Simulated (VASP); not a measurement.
A run of VASP 6.6.1 is set up as follows.

Contents of INCAR:

```
SYSTEM = W
PREC = Accurate
ENCUT = 520
EDIFF = 1E-6
ISMEAR = -1
SIGMA = 0.1
LREAL = .FALSE.
LASPH = .TRUE.
NELM = 80
ALGO = Normal
ISIF = 2
LWAVE = .FALSE.
LCHARG = .FALSE.
GGA = PE
NBANDS = 13
```

File KPOINTS:

```
regular mesh
0
G
  9 9 9
  0 0 0
```

Contents of POSCAR:

```
W
1.0
    2.5419695102      0.0000000000      0.0000000000
    0.0000000000      2.5419695102      0.0000000000
    0.0000000000      0.0000000000      2.5419695102
W
1
Direct
    0.0000000000      0.0000000000      0.0000000000
```

Potentials or basis: VASP PAW PBE potentials, release 64 (W_sv).

Command:

```console
$ cat potpaw_PBE.64/W_sv/POTCAR > POTCAR
$ mpirun -np 1 vasp_std > vasp.out
```

**Question.** What does it give for the band gap on the k mesh?

**Answer.** Zero (band 7 reaches 12.78 eV, above the bottom of band 8 at 10.35 eV).

**Question.** What does it give for the pressure?

**Answer.** 31.3 GPa.

Caveat: spin-orbit coupling is left out, which moves the levels of the heavy elements.
